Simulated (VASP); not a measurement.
The system is Ti.

```xyz
2
Lattice="2.9500 0.0000 0.0000 -1.4750 2.5548 0.0000 0.0000 0.0000 4.6860" Properties=species:S:1:pos:R:3 pbc="T T T"
Ti    0.0000    1.7032    1.1715
Ti    1.4750    0.8516    3.5145
```

- Program: VASP 6.6.1
- Task: relaxation of cell and atoms
- Functional: PBEsol
- Potentials or basis: VASP PAW PBE potentials, release 64 (Ti_sv)
- Cutoff: 500 eV
- k mesh: 20 × 20 × 11
- Occupations: fermi-dirac, width 0.05 eV
- Spin: no spin polarisation

At the start: pressure -6.1 GPa; volume 17.66 Å³/atom.

Question: How do energy, volume and symmetry change on relaxing?

Answer: Over 7 steps the energy falls by 19.5 meV/atom and the volume is 16.68 Å³/atom (-5.5 %); space group P6_3/mmc (No. 194, to 0.1 Å) before and after.

The path:
| step | energy change (eV) | largest force (eV/Å) | pressure (GPa) | volume (Å³) |
| --- | --- | --- | --- | --- |
| 1 | 0.0000 | 0.0000 | -6.12 | 35.32 |
| 2 | -0.0162 | 0.0000 | 5.42 | 31.98 |
| 3 | -0.0390 | 0.0000 | -0.03 | 33.37 |
| 4 | -0.0390 | 0.0000 | 0.11 | 33.33 |
| 5 | -0.0390 | 0.0000 | -0.07 | 33.38 |
| 6 | -0.0390 | 0.0000 | -0.07 | 33.38 |
| 7 | -0.0390 | 0.0000 | -0.01 | 33.37 |

Final structure:
```yaml
crystal:
  lattice:
    - [2.89828, 0.00000, 0.00000]
    - [-1.44914, 2.50999, 0.00000]
    - [0.00000, 0.00000, 4.58698]
  atoms:
    - { symbol: Ti, position: [0.33333, 0.66667, 0.25000] }
    - { symbol: Ti, position: [0.66667, 0.33333, 0.75000] }
```

Caveat: the PAW data sets were made with another functional, which shifts forces and pressure a little.
